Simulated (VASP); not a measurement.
# Au in VASP: settings compared

Au is run at these levels: PBE, LDA; tasks: single point.

All numbers are computed with VASP 6.6.1; they aren't measurements. Logs are shortened: lines on timing, memory, paths and dates and some standing lists are left out, and cuts for length are marked.

### Step 1. The cell of the first run

The structure is cubic, space group Im-3m (No. 229). The conventional cell has a = 3.380 Å, b = 3.380 Å, c = 3.380 Å, α = 90.00°, β = 90.00°, γ = 90.00°. Within 3.9 Å of Au (site symmetry m-3m) lie 14 Au at 2.93 to 3.38 Å.

### Step 2. Single point, PBE (volume scaled by 1.06)

Input file INCAR:

```
ALGO     = Normal         # electronic algorithm
EDIFF    = 1E-6           # SCF threshold, eV
ENCUT    = 520            # plane-wave cutoff, eV
GGA      = PE             # functional
ISIF     = 2              # what is computed and relaxed
ISMEAR   = -1             # smearing method
LASPH    = T              # aspherical terms in the spheres
LCHARG   = F              # write CHGCAR
LREAL    = F              # projectors in reciprocal space
LWAVE    = F              # write WAVECAR
NBANDS   = 12             # bands
NELM     = 80             # most SCF steps
PREC     = Accurate       # precision mode
SIGMA    = 0.05           # smearing width, eV
```

Input file KPOINTS:

```
k-points
0
Gamma
  11 11 11
```

Input file POSCAR:

```
Au
1.0
   -1.6897727226      1.6897727226      1.6897727226
    1.6897727226     -1.6897727226      1.6897727226
    1.6897727226      1.6897727226     -1.6897727226
Au
1
Direct
    0.0000000000      0.0000000000      0.0000000000
```

Potentials or basis: VASP PAW PBE potentials, release 64 (Au).

Run with:

```
cat potpaw_PBE.64/Au/POTCAR > POTCAR
mpirun -np 1 vasp_std > vasp.out
```

OUTCAR:

```text
EDIFF = 1E-6
   ENCUT = 520
   GGA = PE
   ISIF = 2
   ISMEAR = -1
   LASPH = T
   LREAL = F
   NELM = 80
   PREC = Accurate

 ion  position               nearest neighbor table
   1  0.000  0.000  0.000-

  LATTYP: Found a body centered cubic cell.
 ALAT       =     3.3795454452

  Lattice vectors:

 A1 = (  -1.6897727226,   1.6897727226,   1.6897727226)
 A2 = (   1.6897727226,  -1.6897727226,   1.6897727226)
 A3 = (   1.6897727226,   1.6897727226,  -1.6897727226)

Analysis of symmetry for initial positions (statically):
=====================================================================
 Subroutine PRICEL returns:
 Original cell was already a primitive cell.

 Routine SETGRP: Setting up the symmetry group for a
 body centered cubic supercell.

 Subroutine GETGRP returns: Found 48 space group operations
 (whereof 48 operations were pure point group operations)
 out of a pool of 48 trial point group operations.

The static configuration has the point symmetry O_h .

Analysis of symmetry for dynamics (positions and initial velocities):
=====================================================================
 Subroutine PRICEL returns:
 Original cell was already a primitive cell.

 Routine SETGRP: Setting up the symmetry group for a
 body centered cubic supercell.

 Subroutine GETGRP returns: Found 48 space group operations
 (whereof 48 operations were pure point group operations)
 out of a pool of 48 trial point group operations.

The dynamic configuration has the point symmetry O_h .

 Subroutine INISYM returns: Found 48 space group operations
 (whereof 48 operations are pure point group operations),
 and found     1 'primitive' translations

----------------------------------------------------------------------------------------

                                     Primitive cell

  volume of cell :      19.2994

  direct lattice vectors                    reciprocal lattice vectors
    -1.689772723  1.689772723  1.689772723     0.000000000  0.295897782  0.295897782
     1.689772723 -1.689772723  1.689772723     0.295897782  0.000000000  0.295897782
     1.689772723  1.689772723 -1.689772723     0.295897782  0.295897782  0.000000000

  length of vectors
     2.926772209  2.926772209  2.926772209     0.418462656  0.418462656  0.418462656

  position of ions in fractional coordinates (direct lattice)
     0.000000000  0.000000000  0.000000000

  ion indices of the primitive-cell ions
   primitive index   ion index
                 1           1
[... 67 lines left out ...]
   LNONCOLLINEAR =      F non collinear calculations
   LSORBIT =      F    spin-orbit coupling
   LASPH  =      T    aspherical Exc in radial PAW
   ENCUT  =  520.0 eV  38.22 Ry    6.18 a.u.   5.44  5.44  5.44*2*pi/ulx,y,z
   NELM   =     80;   NELMIN=  2; NELMDL= -5     # of ELM steps
   EDIFF  = 0.1E-05   stopping-criterion for ELM
   LREAL  =      F    real-space projection
[... 7 lines left out ...]
   TEBEG  =    0.0;   TEEND  =   0.0 temperature during run
   PSTRESS=    0.0 pullay stress
   NELECT =      11.0000    total number of electrons
   NUPDOWN=      -1.0000    fix difference up-down
   EMIN   =  10.00;   EMAX   =-10.00  energy-range for DOS
   EFERMI =   0.00;   METHOD = LEGACY
   ISMEAR =    -1;   SIGMA  =   0.05  broadening in eV -4-tet -1-fermi 0-gaus
   EFERMI_NEDOS =   21; number of points for ismear=-14 and -15
   IALGO  =     38    algorithm
   IMIX   =      4    mixing-type and parameters
     AMIX     =   0.40;   BMIX     =  1.00
     AMIX_MAG =   1.60;   BMIX_MAG =  1.00
  volume/ion in A,a.u.               =      19.30       130.24
  Fermi-wavevector in a.u.,A,eV,Ry     =   1.357347  2.565013 25.067236  1.842390
  Thomas-Fermi vector in A             =   2.484273
   LORBIT       =      0    0 simple, 1 ext, 2 COOP (PROOUT), +10 PAW based schemes
   GGA     = PE    functional components
   LHFCALC =     F    Hartree Fock is set to
   AEXX    =    0.0000 exact exchange contribution
   IVDW    =     0    specifies the selected vdW correction
   LEPSILON=     F    determine dielectric tensor
   LRPA    =     F    only Hartree local field effects (RPA)
 non-spin polarized calculation
  energy-cutoff  :      520.00
  volume of cell :       19.30
 maximum number of plane-waves:       539
 NGX is ok and might be reduce to    24
   NGX = 11   NGY = 11   NGZ = 11

 number of electron      11.0000003 magnetization

 Free energy of the ion-electron system (eV)
  ---------------------------------------------------
  ext. energy  EPLUGINS =         0.00000000
  ---------------------------------------------------
  free energy    TOTEN  =        -3.16680144 eV

  energy without entropy =       -3.16151987  energy(sigma->0) =       -3.16416066

 E-fermi :   7.4327     XC(G=0): -11.9816

 val. band max:        7.4267981352   @ k =  -0.3636   0.4545   0.0909
 cond. band min:       7.4369965403   @ k =  -0.3636   0.3636   0.2727
 fundamental gap:      0.0101984051
 Fermi energy:         7.4326975329

 k-point     1 :       0.0000    0.0000    0.0000
  band No.  band energies     occupation
      1      -1.0651      2.00000
      2       3.3146      2.00000
      3       3.3146      2.00000
      4       3.3146      2.00000
      5       4.8923      2.00000
      6       4.8923      2.00000
      7      23.9844      0.00000
      8      23.9844      0.00000
      9      23.9844      0.00000
     10      29.6853      0.00000
     11      29.6853      0.00000
     12      29.6853      0.00000
[... 331 lines left out ...]
 k-point    24 :       0.3636    0.1818    0.0909
  band No.  band energies     occupation
      1       2.1365      2.00000
      2       2.5956      2.00000
      3       4.0237      2.00000
      4       4.9301      2.00000
      5       5.0877      2.00000
      6      10.2072      0.00000
      7      10.6958      0.00000
      8      15.9524      0.00000
      9      18.5474      0.00000
     10      28.8352      0.00000
     11      30.5286      0.00000
     12      32.1950      0.00000

 [... further k-points ...]
[... 5 lines left out ...]
  --------------------------------------------------------------------------------------
  -------------------------------------------------------------------------------------
  Total       -0.8956337     -0.8956337     -0.8956337      0.0000000      0.0000000      0.0000000
  in kB      -74.3525927    -74.3525927    -74.3525927      0.0000000      0.0000000      0.0000000
  external PRESSURE =     -74.3525927 kB  Pullay stress =       0.0000000 kB

 VOLUME and BASIS-vectors are now :
 -----------------------------------------------------------------------------
  energy-cutoff  :      520.00
  volume of cell :       19.30
      direct lattice vectors                 reciprocal lattice vectors
    -1.689772723  1.689772723  1.689772723     0.000000000  0.295897782  0.295897782
     1.689772723 -1.689772723  1.689772723     0.295897782  0.000000000  0.295897782
     1.689772723  1.689772723 -1.689772723     0.295897782  0.295897782  0.000000000

 POSITION                                       TOTAL-FORCE (eV/Angst)
 -----------------------------------------------------------------------------------
      0.00000      0.00000      0.00000         0.000000      0.000000     -0.000000
 -----------------------------------------------------------------------------------
    total drift:                                0.000000      0.000000     -0.000000

  FREE ENERGIE OF THE ION-ELECTRON SYSTEM (eV)
  ---------------------------------------------------
  free  energy   TOTEN  =        -3.1668014432 eV

  energy  without entropy=       -3.1615198701  energy(sigma->0) =       -3.16416066
```

OSZICAR:

```text
N       E                     dE             d eps       ncg     rms          rms(c)
DAV:   1     0.477354584577E+02    0.47735E+02   -0.55663E+03  1440   0.807E+02
DAV:   2    -0.277446164736E+01   -0.50510E+02   -0.47789E+02  1564   0.179E+02
DAV:   3    -0.341979804150E+01   -0.64534E+00   -0.64458E+00  1632   0.196E+01
DAV:   4    -0.342201697300E+01   -0.22189E-02   -0.22189E-02  1492   0.132E+00
DAV:   5    -0.342203516975E+01   -0.18197E-04   -0.18197E-04  1612   0.115E-01    0.627E+00
DAV:   6    -0.317858217888E+01    0.24345E+00   -0.78111E-01  1420   0.679E+00    0.434E+00
DAV:   7    -0.316825414908E+01    0.10328E-01   -0.33189E-02  1564   0.144E+00    0.243E+00
DAV:   8    -0.316680192921E+01    0.14522E-02   -0.77064E-04  1456   0.229E-01    0.177E-01
DAV:   9    -0.316679433609E+01    0.75931E-05   -0.19794E-05  1524   0.330E-02    0.322E-02
DAV:  10    -0.316680167012E+01   -0.73340E-05   -0.58850E-06  1496   0.236E-02    0.624E-03
DAV:  11    -0.316680144317E+01    0.22696E-06   -0.10878E-07   784   0.250E-03
   1 F= -.31668014E+01 E0= -.31641607E+01  d E =-.528157E-02
```

stdout:

```text
POSCAR found type information on POSCAR Au
 POSCAR found :  1 types and       1 ions
 scaLAPACK will be used
 LDA part: xc-table for (Slater+PW92), standard interpolation
 POSCAR, INCAR and KPOINTS ok, starting setup
 FFT: planning ... GRIDC
 FFT: planning ... GRID_SOFT
 FFT: planning ... GRID
 WAVECAR not read
 entering main loop
```

Run time: 13 s. Hardware: 1 thread of Intel Xeon 8259CL, shared host; peak memory 0.14 GiB.

What came out:

```yaml
Free_energy: -3.1668 eV
Pressure: -7.4 GPa
```

Levels at points of the mesh, in eV from the Fermi level:
```csv
k point,band 4,band 5,band 6,band 7,band 8,band 9
"(0.00, 0.00, 0.00)",-4.12,-2.54,-2.54,16.55,16.55,16.55
```

Caveat: the cell differs from its parent crystal (volume scaled by 1.06); spin-orbit coupling is left out, which moves the levels of the heavy elements.

### Step 3. Single point, PBE (the cell strained at random)

Input file INCAR:

```
SYSTEM = Au
  PREC = Accurate
  ENCUT = 520
  EDIFF = 1E-6
  ISMEAR = -1
  SIGMA = 0.05
  LREAL = .False.
  LASPH = .True.
  NELM = 60
  ALGO = Fast
  ISIF = 2
  LWAVE = .False.
  LCHARG = .False.
  GGA = PE
  NBANDS = 12
```

Input file KPOINTS:

```
Automatic mesh
0
Gamma
  11 11 11
  0 0 0
```

Input file POSCAR:

```
Au
1.0
   -1.6672400000      1.6108460000      1.6646960000
    1.6037350000     -1.6356840000      1.6260290000
    1.7364330000      1.7048780000     -1.6895340000
Au
1
Direct
   -0.0098820000     -0.0170920000     -0.0213010000
```

Potentials or basis: VASP PAW PBE potentials, release 64 (Au).

Run with:

```
cat potpaw_PBE.64/Au/POTCAR > POTCAR
mpirun -np 1 vasp_std > vasp.out
```

Run time: 2.7 min. Hardware: 1 thread of Intel Xeon 8259CL, shared host; peak memory 0.26 GiB.

Results (log left out):

```
Free energy : -3.1889 eV
Pressure    : -0.7 GPa
```

Stress tensor (GPa, compression positive):
```
-0.04 -2.08  1.94
-2.08 -0.67  0.26
 1.94  0.26 -1.41
```

Levels at points of the mesh, in eV from the Fermi level:
| k point | band 1 | band 2 | band 3 | band 4 | band 5 | band 6 | band 7 | band 8 | band 9 | band 10 |
| --- | --- | --- | --- | --- | --- | --- | --- | --- | --- | --- |
| (0.00, 0.00, 0.00) | -9.06 | -4.67 | -4.53 | -4.07 | -2.68 | -2.60 | 16.09 | 16.50 | 17.13 | 22.31 |

Caveat: the cell differs from its parent crystal (the cell strained at random); spin-orbit coupling is left out, which moves the levels of the heavy elements.

### Step 4. Single point, LDA

This run uses another cell than the first one, of 17.11 Å³/atom, 0.887 times its volume.

Input file INCAR:

```
PREC     = Accurate       # precision mode
ENCUT    = 520            # plane-wave cutoff, eV
EDIFF    = 1E-7           # SCF threshold, eV
ISMEAR   = -1             # smearing method
SIGMA    = 0.05           # smearing width, eV
LREAL    = F              # projectors in reciprocal space
LASPH    = T              # aspherical terms in the spheres
NELM     = 100            # most SCF steps
ALGO     = Fast           # electronic algorithm
ISIF     = 2              # what is computed and relaxed
LWAVE    = F              # write WAVECAR
LCHARG   = T              # write CHGCAR
LELF     = T              # ELF
LVHAR    = T            
NBANDS   = 12             # bands
```

Input file KPOINTS:

```
regular mesh
0
Gamma
  11 11 11
```

Input file POSCAR:

```
Au
1.0
   -1.6234376908      1.6234376908      1.6234376908
    1.6234376908     -1.6234376908      1.6234376908
    1.6234376908      1.6234376908     -1.6234376908
Au
1
Direct
    0.0000000000      0.0000000000      0.0000000000
```

Potentials or basis: VASP PAW LDA potentials, release 64 (Au).

Run with:

```
cat potpaw_LDA.64/Au/POTCAR > POTCAR
mpirun -np 1 vasp_std > vasp.out
```

It took 13 s on 1 thread of Intel Xeon Platinum 8259CL at 2.50GHz (Skylake/Cascade Lake), shared host; peak memory 0.13 GiB.

Results (log left out):

* Free energy: -4.4107 eV
* Pressure: -4.4 GPa

Levels at points of the mesh, in eV from the Fermi level:
```
           k point  band 3  band 4  band 5  band 6  band 7  band 8  band 9  band 10
(0.00, 0.00, 0.00)   -4.71   -4.71   -2.75   -2.75   16.63   16.63   16.63    24.30
```

Caveat: spin-orbit coupling is left out, which moves the levels of the heavy elements.

### Step 5. Single point, LDA

This run uses another cell than the first one, of 17.48 Å³/atom, 0.906 times its volume.

Input file INCAR:

```
ALGO = Fast ; EDIFF = 1E-6
ENCUT = 520 ; GGA = CA
ISIF = 2 ; ISMEAR = -1
LASPH = True ; LCHARG = False
LREAL = False ; LWAVE = False
NBANDS = 12 ; NELM = 80
PREC = Accurate ; SIGMA = 0.05
```

Input file KPOINTS:

```
k-points
0
Gamma
  11 11 11
```

Input file POSCAR:

```
Au
1.0
   -1.6348707273      1.6348707273      1.6348707273
    1.6348707273     -1.6348707273      1.6348707273
    1.6348707273      1.6348707273     -1.6348707273
Au
1
Direct
    0.0000000000      0.0000000000      0.0000000000
```

Run with:

```
cat potpaw_LDA.64/Au/POTCAR > POTCAR
mpirun -np 1 vasp_std > vasp.out
```

Wall time 11 s (1 thread of Intel Xeon Platinum 8259CL at 2.50GHz (Skylake/Cascade Lake), shared host); peak memory 0.13 GiB.

The run converged. Its results:

| Quantity | Value |
| --- | --- |
| Free energy | -4.3972 eV |
| Pressure | -7.6 GPa |

Levels at points of the mesh, in eV from the Fermi level:
```tsv
k point	band 4	band 5	band 6	band 7	band 8	band 9
(0.00, 0.00, 0.00)	-4.60	-2.71	-2.71	16.62	16.62	16.62
```

Caveat: spin-orbit coupling is left out, which moves the levels of the heavy elements.

### Step 6. Single point, LDA

This run uses another cell than the first one, of 17.84 Å³/atom, 0.925 times its volume.

Input file INCAR:

```
SYSTEM = Au
  PREC = Accurate
  ENCUT = 520
  EDIFF = 1E-7
  ISMEAR = -1
  SIGMA = 0.05
  LREAL = .FALSE.
  LASPH = .TRUE.
  NELM = 100
  ALGO = Normal
  ISIF = 2
  LWAVE = .FALSE.
  LCHARG = .FALSE.
  GGA = CA
  NBANDS = 12
```

Input file KPOINTS:

```
Automatic mesh
0
G
  11 11 11
  0 0 0
```

Input file POSCAR:

```
Au
1.0
   -1.6461460541      1.6461460541      1.6461460541
    1.6461460541     -1.6461460541      1.6461460541
    1.6461460541      1.6461460541     -1.6461460541
Au
1
Direct
    0.0000000000      0.0000000000      0.0000000000
```

Potentials or basis: VASP PAW LDA potentials, release 64 (Au).

Run with:

```
cat potpaw_LDA.64/Au/POTCAR > POTCAR
mpirun -np 1 vasp_std > vasp.out
```

It took 9.6 s on 1 thread of Intel Xeon Platinum 8259CL at 2.50GHz (Skylake/Cascade Lake), shared host; peak memory 0.13 GiB.

Results (log left out):

```
Free energy : -4.3770 eV
Pressure    : -10.3 GPa
```

Levels at points of the mesh, in eV from the Fermi level:
| k point | band 2 | band 3 | band 4 | band 5 | band 6 | band 7 | band 8 | band 9 |
| --- | --- | --- | --- | --- | --- | --- | --- | --- |
| (0.00, 0.00, 0.00) | -4.49 | -4.49 | -4.49 | -2.66 | -2.66 | 16.60 | 16.60 | 16.60 |

Caveat: spin-orbit coupling is left out, which moves the levels of the heavy elements.

### Step 7. Summary

```tsv
level	potentials or basis	cell	gap on the mesh (eV)	pressure (GPa)
PBE	VASP PAW PBE potentials, release 64 (Au)	a = 2.927 Å, angles 109.5°, 1 atom	none	-7.4
PBE	VASP PAW PBE potentials, release 64 (Au)	a = 2.854, b = 2.809, c = 2.962 Å, angles 109.3, 110.5, 108.9°, 1 atom	none	-0.7
LDA	VASP PAW LDA potentials, release 64 (Au)	a = 2.812 Å, angles 109.5°, 1 atom	none	-4.4
LDA	VASP PAW LDA potentials, release 64 (Au)	a = 2.832 Å, angles 109.5°, 1 atom	none	-7.6
LDA	VASP PAW LDA potentials, release 64 (Au)	a = 2.851 Å, angles 109.5°, 1 atom	none	-10.3
```

Alike in all rows: task single point; no spin polarisation; k mesh 11 × 11 × 11; cutoff (eV) 520; smearing fermi-dirac 0.05 eV.

Caveats: spin-orbit coupling is left out, which moves the levels of the heavy elements.

Absolute energies hang on the potentials; compare differences alone.
